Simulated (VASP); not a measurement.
# BaTiO3 (R3m) in VASP: a series of runs

The runs below take BaTiO3 through single point, with PBE+U.

Everything below comes from runs of VASP 6.6.1. Logs are shortened: lines on timing, memory, paths and dates and some standing lists are left out, and cuts for length are marked.

### 1 The cell of the first run

The structure is trigonal, space group R3m (No. 160). Conventional cell: a = 5.721 Å, b = 5.721 Å, c = 7.038 Å, α = 90.00°, β = 90.00°, γ = 120.00°. Within 3.7 Å of Ba (site symmetry 3m) lie 12 O at 2.81 to 2.93 Å and 8 Ti at 3.46 to 3.58 Å. Ti (site symmetry 3m) has 6 O at 1.92 to 2.13 Å within 2.6 Å. Within 2.6 Å of O (site symmetry m) lie 2 Ti at 1.92 to 2.13 Å.

### 2 Single point, PBE+U (atoms displaced along a vibrational mode)

INCAR

```
SYSTEM = BaTiO3
ALGO = Normal
EDIFF = 1E-6
ENCUT = 520
GGA = PE
ISIF = 2
ISMEAR = 0
LASPH = .True.
LCHARG = .True.
LDAU = .True.
LDAUJ = 0 0 0
LDAUL = -1 2 -1
LDAUPRINT = 1
LDAUTYPE = 2
LDAUU = 0 4 0
LELF = .True.
LMAXMIX = 4
LREAL = .False.
LVHAR = .True.
LWAVE = .False.
NBANDS = 28
NELM = 150
PREC = Accurate
SIGMA = 0.01
```

KPOINTS

```
k-points
0
Gamma
  6 6 6
  0 0 0
```

POSCAR

```
BaTiO3
1.0
    2.8603720851      1.6514365933      2.3460535783
   -2.8603720851      1.6514365933      2.3460535783
    0.0000000000     -3.3028731867      2.3460535783
Ba Ti O
1 1 3
Direct
    0.0026800181      0.0026800181      0.0026800181
    0.5112813660      0.5112813660      0.5112813660
    0.4921763019      0.4921763019      0.9855910257
    0.4921763019      0.9855910257      0.4921763019
    0.9855910257      0.4921763019      0.4921763019
```

Potentials or basis: VASP PAW PBE potentials, release 64 (Ba_sv, Ti_sv, O).

Command:

```
$ cat potpaw_PBE.64/Ba_sv/POTCAR potpaw_PBE.64/Ti_sv/POTCAR potpaw_PBE.64/O/POTCAR > POTCAR
$ mpirun -np 1 vasp_std > vasp.out
```

OUTCAR:

```text
SYSTEM = BaTiO3
   EDIFF = 1E-6
   ENCUT = 520
   GGA = PE
   ISIF = 2
   ISMEAR = 0
   LASPH = .True.
   LREAL = .False.
   NELM = 150
   PREC = Accurate

 ion  position               nearest neighbor table
   1  0.003  0.003  0.003-   3 2.81   4 2.81   5 2.81   3 2.86   3 2.86   5 2.86   4 2.86   4 2.86
                             5 2.86   3 2.93   4 2.93   5 2.93   2 3.46   2 3.49   2 3.49   2 3.49
   2  0.511  0.511  0.511-   4 1.92   5 1.92   3 1.92   4 2.13   5 2.13   3 2.13   1 3.46   1 3.49
                             1 3.49   1 3.49   1 3.53   1 3.53   1 3.53   1 3.58
   3  0.492  0.492  0.986-   2 1.92   2 2.13   1 2.81   1 2.86   1 2.86   1 2.93
   4  0.492  0.986  0.492-   2 1.92   2 2.13   1 2.81   1 2.86   1 2.86   1 2.93
   5  0.986  0.492  0.492-   2 1.92   2 2.13   1 2.81   1 2.86   1 2.86   1 2.93

  LATTYP: Found a trigonal (rhomboedric) cell.
 ALAT       =     4.0512885208
 COS(alpha) =     0.0030148013

  Lattice vectors:

 A1 = (   2.8603720851,   1.6514365933,   2.3460535783)
 A2 = (  -2.8603720851,   1.6514365933,   2.3460535783)
 A3 = (   0.0000000000,  -3.3028731867,   2.3460535783)

Analysis of symmetry for initial positions (statically):
=====================================================================
 Subroutine PRICEL returns:
 Original cell was already a primitive cell.

 Routine SETGRP: Setting up the symmetry group for a
 trigonal (rhombohedral) supercell.

 Subroutine GETGRP returns: Found  6 space group operations
 (whereof  6 operations were pure point group operations)
 out of a pool of 12 trial point group operations.

The static configuration has the point symmetry C_3v.

Analysis of symmetry for dynamics (positions and initial velocities):
=====================================================================
 Subroutine PRICEL returns:
 Original cell was already a primitive cell.

 Routine SETGRP: Setting up the symmetry group for a
 trigonal (rhombohedral) supercell.

 Subroutine GETGRP returns: Found  6 space group operations
 (whereof  6 operations were pure point group operations)
[... 160 lines left out ...]
 -0.0000  0.0620  0.0000 -0.0000  0.1557

spin component  2

  0.1557  0.0000  0.0000  0.0620 -0.0000
  0.0000  0.1891  0.0000 -0.0000  0.0620
  0.0000  0.0000  0.1068  0.0000  0.0000
  0.0620 -0.0000  0.0000  0.1891 -0.0000
 -0.0000  0.0620  0.0000 -0.0000  0.1557

 occupancies and eigenvectors

  o =  0.1068  v =  0.0000  0.0000  1.0000 -0.0000 -0.0000  0.0000  0.0000  0.0000  0.0000  0.0000      0.0000  0.0000  0.0000  0.0000  0.0000  0.0000  0.0000  0.0000  0.0000  0.0000
  o =  0.1068  v =  0.0000  0.0000  0.0000  0.0000  0.0000  0.0000  0.0000  1.0000 -0.0000 -0.0000      0.0000  0.0000  0.0000  0.0000  0.0000  0.0000  0.0000  0.0000  0.0000  0.0000
  o =  0.1081  v =  0.0000 -0.6083  0.0000  0.0000  0.7937  0.0000  0.0000  0.0000  0.0000  0.0000      0.0000  0.0000  0.0000  0.0000  0.0000  0.0000  0.0000  0.0000  0.0000  0.0000
  o =  0.1081  v =  0.0000  0.0000  0.0000  0.0000  0.0000  0.0000 -0.6083  0.0000  0.0000  0.7937      0.0000  0.0000  0.0000  0.0000  0.0000  0.0000  0.0000  0.0000  0.0000  0.0000
  o =  0.1081  v =  0.0000  0.0000  0.0000  0.0000  0.0000 -0.7937  0.0000  0.0000  0.6083 -0.0000      0.0000  0.0000  0.0000  0.0000  0.0000  0.0000  0.0000  0.0000  0.0000  0.0000
  o =  0.1081  v = -0.7937  0.0000  0.0000  0.6083 -0.0000  0.0000  0.0000  0.0000  0.0000  0.0000      0.0000  0.0000  0.0000  0.0000  0.0000  0.0000  0.0000  0.0000  0.0000  0.0000
  o =  0.2366  v =  0.0000  0.0000  0.0000  0.0000  0.0000 -0.6083  0.0000 -0.0000 -0.7937  0.0000      0.0000  0.0000  0.0000  0.0000  0.0000  0.0000  0.0000  0.0000  0.0000  0.0000
  o =  0.2366  v = -0.6083  0.0000 -0.0000 -0.7937  0.0000  0.0000  0.0000  0.0000  0.0000  0.0000      0.0000  0.0000  0.0000  0.0000  0.0000  0.0000  0.0000  0.0000  0.0000  0.0000
  o =  0.2366  v =  0.0000  0.7937  0.0000 -0.0000  0.6083  0.0000  0.0000  0.0000  0.0000  0.0000      0.0000  0.0000  0.0000  0.0000  0.0000  0.0000  0.0000  0.0000  0.0000  0.0000
  o =  0.2366  v =  0.0000  0.0000  0.0000  0.0000  0.0000  0.0000  0.7937  0.0000 -0.0000  0.6083      0.0000  0.0000  0.0000  0.0000  0.0000  0.0000  0.0000  0.0000  0.0000  0.0000

 number of electron      40.0000010 magnetization

 Free energy of the ion-electron system (eV)
  ---------------------------------------------------
  ext. energy  EPLUGINS =         0.00000000
  ---------------------------------------------------
  free energy    TOTEN  =       -37.32367721 eV

  energy without entropy =      -37.32367721  energy(sigma->0) =      -37.32367721

 E-fermi :   3.8430     XC(G=0): -11.0663

 val. band max:        3.6587347027   @ k =   0.5000   0.5000   0.5000
 cond. band min:       6.1515667092   @ k =   0.0000   0.0000   0.0000
 fundamental gap:      2.4928320066
 Fermi energy:         3.8429923304

 k-point     1 :       0.0000    0.0000    0.0000
  band No.  band energies     occupation
      1     -54.0131      2.00000
      2     -30.1855      2.00000
      3     -30.1777      2.00000
      4     -30.1777      2.00000
      5     -21.2381      2.00000
      6     -13.1720      2.00000
[... 733 lines left out ...]
     27      11.6428      0.00000
     28      12.0616      0.00000

 [... further k-points ...]

------------------------ aborting loop because EDIFF is reached ----------------------------------------

  FORCE on cell =-STRESS in cart. coord.  units (eV):
  Direction    XX          YY          ZZ          XY          YZ          ZX
  --------------------------------------------------------------------------------------
  -------------------------------------------------------------------------------------
  Total        1.1951484      1.1951484      0.9598354      0.0000000     -0.0000000      0.0000000
  in kB       28.7977658     28.7977658     23.1277675      0.0000000     -0.0000000      0.0000000
  external PRESSURE =      26.9077663 kB  Pullay stress =       0.0000000 kB

 VOLUME and BASIS-vectors are now :
 -----------------------------------------------------------------------------
  energy-cutoff  :      520.00
  volume of cell :       66.49
      direct lattice vectors                 reciprocal lattice vectors
     2.860372085  1.651436593  2.346053578     0.174802433  0.100922232  0.142082575
    -2.860372085  1.651436593  2.346053578    -0.174802433  0.100922232  0.142082575
     0.000000000 -3.302873187  2.346053578     0.000000000 -0.201844464  0.142082575

 POSITION                                       TOTAL-FORCE (eV/Angst)
 -----------------------------------------------------------------------------------
      0.00000     -0.00000      0.01886        -0.000000      0.000000     -0.033351
      0.00000     -0.00000      3.59848        -0.000000      0.000000     -0.404221
      0.00000     -1.62969      4.62159        -0.000000     -0.206540      0.145858
     -1.41135      0.81484      4.62159        -0.178869      0.103270      0.145858
      1.41135      0.81484      4.62159         0.178869      0.103270      0.145858
 -----------------------------------------------------------------------------------
    total drift:                               -0.000000      0.000002      0.000604

  FREE ENERGIE OF THE ION-ELECTRON SYSTEM (eV)
  ---------------------------------------------------
  free  energy   TOTEN  =       -37.3236772117 eV

  energy  without entropy=      -37.3236772117  energy(sigma->0) =      -37.32367721
```

OSZICAR:

```text
N       E                     dE             d eps       ncg     rms          rms(c)
DAV:   1     0.438075469538E+03    0.43808E+03   -0.20661E+04  1792   0.154E+03
DAV:   2    -0.340845500025E+01   -0.44148E+03   -0.42210E+03  2072   0.429E+02
DAV:   3    -0.471891715567E+02   -0.43781E+02   -0.43444E+02  2520   0.133E+02
DAV:   4    -0.492068955059E+02   -0.20177E+01   -0.20134E+01  2692   0.248E+01
DAV:   5    -0.492712675462E+02   -0.64372E-01   -0.64359E-01  2464   0.332E+00    0.230E+01
DAV:   6    -0.371897907674E+02    0.12081E+02   -0.57189E+01  2692   0.671E+01    0.889E+00
DAV:   7    -0.373869799437E+02   -0.19719E+00   -0.77882E+00  2364   0.167E+01    0.555E+00
DAV:   8    -0.373359003844E+02    0.51080E-01   -0.12689E+00  2300   0.970E+00    0.225E+00
DAV:   9    -0.373315924798E+02    0.43079E-02   -0.19367E-01  2156   0.361E+00    0.104E+00
DAV:  10    -0.373370622058E+02   -0.54697E-02   -0.10591E-01  2084   0.200E+00    0.988E-01
DAV:  11    -0.373252681683E+02    0.11794E-01   -0.77014E-02  2340   0.248E+00    0.326E-01
DAV:  12    -0.373237991435E+02    0.14690E-02   -0.44337E-03  2224   0.643E-01    0.106E-01
DAV:  13    -0.373237914341E+02    0.77094E-05   -0.26976E-03  2528   0.375E-01    0.913E-02
DAV:  14    -0.373236807726E+02    0.11066E-03   -0.48935E-04  2492   0.172E-01    0.272E-02
DAV:  15    -0.373236836732E+02   -0.29006E-05   -0.22479E-05  2068   0.444E-02    0.213E-02
DAV:  16    -0.373236775785E+02    0.60947E-05   -0.21215E-05  2100   0.246E-02    0.523E-03
DAV:  17    -0.373236772117E+02    0.36684E-06   -0.23714E-06  1676   0.849E-03
   1 F= -.37323677E+02 E0= -.37323677E+02  d E =-.933688-152
```

stdout:

```text
POSCAR found type information on POSCAR BaTiO
 POSCAR found :  3 types and       5 ions
 scaLAPACK will be used
 LDA part: xc-table for (Slater+PW92), standard interpolation
 POSCAR, INCAR and KPOINTS ok, starting setup
 FFT: planning ... GRIDC
 FFT: planning ... GRID_SOFT
 FFT: planning ... GRID
 WAVECAR not read
 entering main loop
```

Run time: 29 s. Hardware: 1 thread of Intel Xeon 6975P-C (Granite Rapids), shared host; peak memory 0.21 GiB.

Results:

```yaml
Free_energy: -37.3237 eV
Pressure: 2.7 GPa
Largest_force: 0.404 eV/Å
Band_gap_on_the_k_mesh: 2.49 eV (least direct gap 2.85 eV)
```

Forces in eV/Å, atoms in the order of the input:
```
Ba   0.000  0.000 -0.033
Ti   0.000  0.000 -0.404
O    0.000 -0.207  0.146
O   -0.179  0.103  0.146
O    0.179  0.103  0.146
```

Eigenvalues of the final occupation matrices:
| site | spin | trace | eigenvalues |
| --- | --- | --- | --- |
| site 2 d | 1 | 0.80 | 0.11 0.11 0.11 0.24 0.24 |
| site 2 d | 2 | 0.80 | 0.11 0.11 0.11 0.24 0.24 |

Caveat: the cell differs from its parent crystal (atoms displaced along a vibrational mode); spin-orbit coupling is left out, which moves the levels of the heavy elements. A k mesh can miss the band edges.

### 3 Single point, PBE+U (atoms displaced along a vibrational mode)

INCAR

```
PREC = Accurate ; ENCUT = 520
EDIFF = 1E-6 ; ISMEAR = 0
SIGMA = 0.01 ; LREAL = False
LASPH = True ; NELM = 150
ALGO = Normal ; ISIF = 2
LWAVE = False ; LCHARG = True
LMAXMIX = 4 ; LDAU = True
LDAUTYPE = 2 ; LDAUL = -1 2 -1
LDAUU = 0 4 0 ; LDAUJ = 0 0 0
LDAUPRINT = 1 ; GGA = PE
LELF = True ; LVHAR = True
NBANDS = 28
```

KPOINTS

```
regular mesh
0
Gamma
  6 6 6
```

POSCAR

```
BaTiO3
1.0
    2.8603720851      1.6514365933      2.3460535783
   -2.8603720851      1.6514365933      2.3460535783
    0.0000000000     -3.3028731867      2.3460535783
Ba Ti O
1 1 3
Direct
    0.0026800181      0.0026800181      0.0026800181
    0.5097634811      0.5097634811      0.5097634811
    0.4940298989      0.4940298989      0.9886067303
    0.4940298989      0.9886067303      0.4940298989
    0.9886067303      0.4940298989      0.4940298989
```

Potentials or basis: VASP PAW PBE potentials, release 64 (Ba_sv, Ti_sv, O).

Command:

```
$ cat potpaw_PBE.64/Ba_sv/POTCAR potpaw_PBE.64/Ti_sv/POTCAR potpaw_PBE.64/O/POTCAR > POTCAR
$ mpirun -np 1 vasp_std > vasp.out
```

Run time: 28 s. Hardware: 1 thread of Intel Xeon 6975P-C (Granite Rapids), shared host; peak memory 0.21 GiB.

Results (log left out):

```
Free energy            : -37.3347 eV
Pressure               : 2.1 GPa
Largest force          : 0.252 eV/Å
Band gap on the k mesh : 2.38 eV (least direct gap 2.69 eV)
```

Forces on the atoms (eV/Å):
```
Ba   0.000  0.000 -0.027
Ti   0.000  0.000 -0.252
O    0.000 -0.138  0.093
O   -0.120  0.069  0.093
O    0.120  0.069  0.093
```

Stress tensor (GPa, compression positive):
```
2.28 0.00 0.00
0.00 2.28 0.00
0.00 0.00 1.59
```

Levels at points of the mesh, in eV from the valence-band top:
```
           k point  band 18  band 19  band 20  band 21  band 22  band 23
(0.00, 0.00, 0.00)    -0.37    -0.31    -0.31     2.38     2.38     2.44
(0.50, 0.00, 0.00)    -1.62    -0.87    -0.82     2.55     3.85     3.89
(0.50, 0.50, 0.00)    -0.91    -0.89    -0.08     3.89     3.90     4.28
(0.50, 0.50, 0.50)    -0.01    -0.01     0.00     4.45     4.50     4.50
```

Eigenvalues of the final occupation matrices:
```
    site  spin  trace               eigenvalues
site 2 d     1   0.79  0.11 0.11 0.11 0.23 0.23
site 2 d     2   0.79  0.11 0.11 0.11 0.23 0.23
```

Caveat: the cell differs from its parent crystal (atoms displaced along a vibrational mode); spin-orbit coupling is left out, which moves the levels of the heavy elements.

(Part 1 of 2 ends here.)
